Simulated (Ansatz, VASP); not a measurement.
One calculation of TaN, two programs

File INCAR:

```
  ALGO = Normal
  EDIFF = 1E-8
  ENCUT = 520
  GGA = PS
  ISIF = 2
  ISMEAR = -1
  LASPH = True
  LCHARG = False
  LEFG = True
  LREAL = False
  LWAVE = False
  NBANDS = 24
  NELM = 100
  PREC = Accurate
  SIGMA = 0.01
```

Contents of KPOINTS:

```
k-points
0
Gamma
  9 9 5
```

File POSCAR:

```
TaN
1.0
    3.0500010905      0.0000000000      0.0000000000
   -1.5250005453      2.6413784260      0.0000000000
    0.0000000000      0.0000000000      4.8906000000
Ta N
2 2
Direct
    0.3333333333      0.6666666667      0.0000000000
    0.6666666667      0.3333333333      0.5000000000
    0.3333333333      0.6666666667      0.3850000000
    0.6666666667      0.3333333333      0.8850000000
```

Input for Ansatz:

```yaml
crystal:
  lattice:
    - [3.0500010905, 0.0, 0.0]
    - [-1.5250005453, 2.641378426, 0.0]
    - [0.0, 0.0, 4.8906]
  atoms:
    - { symbol: Ta, position: [0.3333333333, 0.6666666667, 0.0] }
    - { symbol: Ta, position: [0.6666666667, 0.3333333333, 0.5] }
    - { symbol: "N", position: [0.3333333333, 0.6666666667, 0.385] }
    - { symbol: "N", position: [0.6666666667, 0.3333333333, 0.885] }
kpoints:
  mp_grid: { grid: [9, 9, 5] }
scf:
  occupations: { method: fermi_dirac, width: 0.01 }
hamiltonian:
  xc: pbesol
  pseudopotentials: { kind: all_electron, datasets: crystal }
output:
  forces: true
  stress: true
  eigenvalues: true
  efg: { contact_densities: true }
```

Change from the starting cell: zz strain of -1 %, crystal datasets.

Alike in both runs: task electric field gradients; functional PBEsol; k mesh 9 × 9 × 5; occupations fermi-dirac, width 0.01 eV; no spin polarisation.

|  | VASP | Ansatz |
| --- | --- | --- |
| version | VASP 6.6.1 | Ansatz 0.2.0 |
| potentials or method | VASP PAW PBE potentials, release 64 (Ta_pv, N), cutoff 520 eV | all-electron PAW with datasets made for the crystal, scalar-relativistic |

|  | VASP | Ansatz | Ansatz less VASP |
| --- | --- | --- | --- |
| pressure (GPa) | 136.4 | 130.3 | -6.09 |
| traceless stress, the component that is largest in VASP (GPa) | -14.02 | -13.51 | +0.501 |
| rms of the force components (eV/Å) | 0.993 | 0.978 | -0.0147 |
| size of Vzz on the site where it differs most (V/Å²) | 111.3 | 109.6 | -1.71 |

VASP's potentials were made for PBE, not for PBEsol. Atom by atom the forces differ by 0.015 eV/Å (rms over components). Both programs put the cell under a high pressure, so it lies far from rest at this level. Ansatz ran all-electron here, and VASP with PAW potentials.

Neither program's run includes spin-orbit coupling. Noted on VASP's run: the cell as given lies far from equilibrium.
